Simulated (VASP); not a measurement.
# BN (hexagonal boron nitride) (P6_3/mmc) in VASP: a series of runs, part 2 of 2

VASP 6.6.1. The steps go on from the part before.

**3. Relaxation of cell and atoms, PBE+D3(BJ)**

This run uses another cell than the first one, of 9.04 Å³/atom, 1.004 times its volume.

INCAR

```
ALGO = Normal
EDIFF = 1E-6
EDIFFG = -0.002
ENCUT = 600
GGA = PE
IBRION = 2
ISIF = 3
ISMEAR = 0
IVDW = 12
LASPH = True
LCHARG = False
LREAL = False
LWAVE = False
NELM = 100
NSW = 100
PREC = Accurate
SIGMA = 0.01
```

KPOINTS

```
k-points
0
Gamma
  10 10 4
```

POSCAR

```
BN
1.0
    2.5040000000      0.0000000000      0.0000000000
   -1.2520000000      2.1685276111      0.0000000000
    0.0000000000      0.0000000000      6.6600000000
B N
2 2
Direct
    0.3333333333      0.6666666667      0.2500000000
    0.6666666667      0.3333333333      0.7500000000
    0.6666666667      0.3333333333      0.2500000000
    0.3333333333      0.6666666667      0.7500000000
```

Potentials or basis: VASP PAW PBE potentials, release 64 (B, N).

Started as:

```bash
$ cat potpaw_PBE.64/B/POTCAR potpaw_PBE.64/N/POTCAR > POTCAR
$ mpirun -np 1 vasp_std > vasp.out
```

OUTCAR:

```text
EDIFF = 1E-6
   EDIFFG = -0.002
   ENCUT = 600
   GGA = PE
   IBRION = 2
   ISIF = 3
   ISMEAR = 0
   IVDW = 12
   LASPH = True
   LREAL = False
   NELM = 100
   NSW = 100
   PREC = Accurate
 IVDW          = 12

 ion  position               nearest neighbor table
   1  0.333  0.667  0.250-   3 1.45   3 1.45   3 1.45
   2  0.667  0.333  0.750-   4 1.45   4 1.45   4 1.45
   3  0.667  0.333  0.250-   1 1.45   1 1.45   1 1.45
   4  0.333  0.667  0.750-   2 1.45   2 1.45   2 1.45

  LATTYP: Found a hexagonal cell.
 ALAT       =     2.5040000000
 C/A-ratio  =     2.6597444089

  Lattice vectors:

 A1 = (   2.5040000000,   0.0000000000,   0.0000000000)
 A2 = (  -1.2520000000,   2.1685276111,   0.0000000000)
 A3 = (   0.0000000000,   0.0000000000,   6.6600000000)

Analysis of symmetry for initial positions (statically):
=====================================================================
 Subroutine PRICEL returns:
 Original cell was already a primitive cell.

 Routine SETGRP: Setting up the symmetry group for a
 hexagonal supercell.

 Subroutine GETGRP returns: Found 24 space group operations
 (whereof 12 operations were pure point group operations)
 out of a pool of 24 trial point group operations.

The static configuration has the point symmetry D_3d.
 The point group associated with its full space group is D_6h.

Analysis of symmetry for dynamics (positions and initial velocities):
=====================================================================
[... 292 lines left out ...]

 number of electron      15.9999998 magnetization

------------------------ aborting loop because EDIFF is reached ----------------------------------------
[... 79 lines left out ...]
--------------------------------------- Ionic step       12  -------------------------------------------

 number of electron      15.9999998 magnetization

 Free energy of the ion-electron system (eV)
  ---------------------------------------------------
  ext. energy  EPLUGINS =         0.00000000
  ---------------------------------------------------
  free energy    TOTEN  =       -35.15256618 eV

  energy without entropy =      -35.15256618  energy(sigma->0) =      -35.15256618

 E-fermi :   2.4634     XC(G=0): -10.1471

 val. band max:        2.4138802426   @ k =   0.3000   0.3000   0.0000
 cond. band min:       6.6164830393   @ k =   0.5000   0.0000   0.0000
 fundamental gap:      4.2026027967
 Fermi energy:         2.4633710321

 k-point     1 :       0.0000    0.0000    0.0000
  band No.  band energies     occupation
      1     -15.4338      2.00000
      2     -15.1101      2.00000
      3      -3.8937      2.00000
      4      -1.6343      2.00000
      5       1.0283      2.00000
      6       1.0283      2.00000
      7       1.0705      2.00000
      8       1.0705      2.00000
      9       7.7045      0.00000
     10      12.8162      0.00000
     11      13.8815      0.00000
     12      13.8815      0.00000
[... 331 lines left out ...]
 k-point    24 :       0.4000    0.1000    0.2500
  band No.  band energies     occupation
      1     -12.2765      2.00000
      2     -12.1954      2.00000
      3      -6.2001      2.00000
      4      -6.1409      2.00000
      5      -2.2687      2.00000
      6      -2.2120      2.00000
      7       0.9364      2.00000
      8       1.7967      2.00000
      9       7.0654      0.00000
     10       7.9471      0.00000
     11      12.7084      0.00000
     12      13.1396      0.00000

 [... further k-points ...]

------------------------ aborting loop because EDIFF is reached ----------------------------------------

 Edisp (eV)   -0.57220

 E8    (eV) :    -0.1678
[... 27 lines left out ...]
  FREE ENERGIE OF THE ION-ELECTRON SYSTEM (eV)
  ---------------------------------------------------
  free  energy   TOTEN  =       -35.7247620606 eV

  energy  without entropy=      -35.7247620606  energy(sigma->0) =      -35.72476206

 reached required accuracy - stopping structural energy minimisation
```

OSZICAR:

```text
N       E                     dE             d eps       ncg     rms          rms(c)
DAV:   1     0.727866462348E+02    0.72787E+02   -0.90845E+03  1016   0.138E+03
DAV:   2    -0.335172478067E+02   -0.10630E+03   -0.98597E+02  1432   0.294E+02
DAV:   3    -0.386655059130E+02   -0.51483E+01   -0.51010E+01  1268   0.677E+01
DAV:   4    -0.387254135671E+02   -0.59908E-01   -0.59866E-01  1236   0.741E+00
[... 86 lines left out ...]
DAV:   1    -0.351526069789E+02   -0.73601E-03   -0.17831E-03  1144   0.443E-01    0.442E-02
DAV:   2    -0.351525726300E+02    0.34349E-04   -0.61780E-05  1248   0.797E-02    0.188E-02
DAV:   3    -0.351525676530E+02    0.49770E-05   -0.13122E-05  1224   0.301E-02    0.608E-03
DAV:   4    -0.351525664899E+02    0.11631E-05   -0.17807E-06   628   0.131E-02    0.263E-03
DAV:   5    -0.351525661759E+02    0.31398E-06   -0.24354E-07   556   0.833E-03
  12 F= -.35724762E+02 E0= -.35724762E+02  d E =-.144734E-05
```

It took 49 s on 1 thread of Intel Xeon 6975P-C (Granite Rapids), shared host; peak memory 0.17 GiB.

What came out:

```yaml
Free_energy: -35.7248 eV
Relaxed_volume: 8.92 Å³/atom
Relaxed_cell: a = 2.506 Å, b = 2.506 Å, c = 6.558 Å, α = 90.00°, β = 90.00°, γ = 120.00°
Space_group_after_relaxing_to_0.05_Å: P6_3/mmc (No. 194)
Energy_gained_by_relaxing: 0.3 meV/atom
Ionic_steps: 12
Pressure_after_relaxing: 0.0 GPa
Band_gap_on_the_k_mesh: 4.20 eV, indirect (least direct gap 4.64 eV)
Dispersion_energy_per_atom: -0.143 eV
```

The path:
| step | energy change (eV) | largest force (eV/Å) | pressure (GPa) | volume (Å³) |
| --- | --- | --- | --- | --- |
| 1 | 0.0000 | 0.0000 | 0.55 | 36.16 |
| 2 | 0.0005 | 0.0000 | -1.46 | 36.33 |
| 3 | -0.0003 | 0.0000 | -0.19 | 36.22 |
| 4 | -0.0004 | 0.0000 | -0.18 | 36.18 |
| 5 | -0.0006 | 0.0000 | -0.15 | 36.06 |
| 6 | -0.0010 | 0.0000 | -0.08 | 35.82 |
| 7 | -0.0007 | 0.0000 | 0.06 | 35.35 |
| 8 | -0.0010 | 0.0000 | -0.06 | 35.69 |
| 9 | -0.0010 | 0.0000 | -0.05 | 35.67 |
| 10 | -0.0010 | 0.0000 | -0.05 | 35.68 |
| 11 | -0.0010 | 0.0000 | 0.39 | 35.64 |
| 12 | -0.0010 | 0.0000 | 0.00 | 35.67 |

Final structure:
```
B N
1.0
     2.50632    0.00000    0.00000
    -1.25316    2.17054    0.00000
     0.00000    0.00000    6.55771
B N
2 2
Direct
  0.33333 0.66667 0.25000
  0.66667 0.33333 0.75000
  0.66667 0.33333 0.25000
  0.33333 0.66667 0.75000
```

Levels at points of the mesh, in eV from the valence-band top:
```
           k point  band 5  band 6  band 7  band 8  band 9  band 10  band 11  band 12
(0.00, 0.00, 0.00)   -1.39   -1.39   -1.34   -1.34    5.29    10.40    11.47    11.47
(0.50, 0.00, 0.00)   -4.19   -4.12   -1.53   -0.45    4.20     5.65     9.47     9.87
(0.00, 0.00, 0.50)   -1.36   -1.36   -1.36   -1.36    7.72     7.72    11.54    11.54
(0.50, 0.00, 0.50)   -4.16   -4.16   -0.97   -0.97    4.68     4.68     9.85     9.85
```

A k mesh can miss the band edges. Expect the measured gap to be larger: semilocal functionals such as PBE lack the derivative discontinuity.
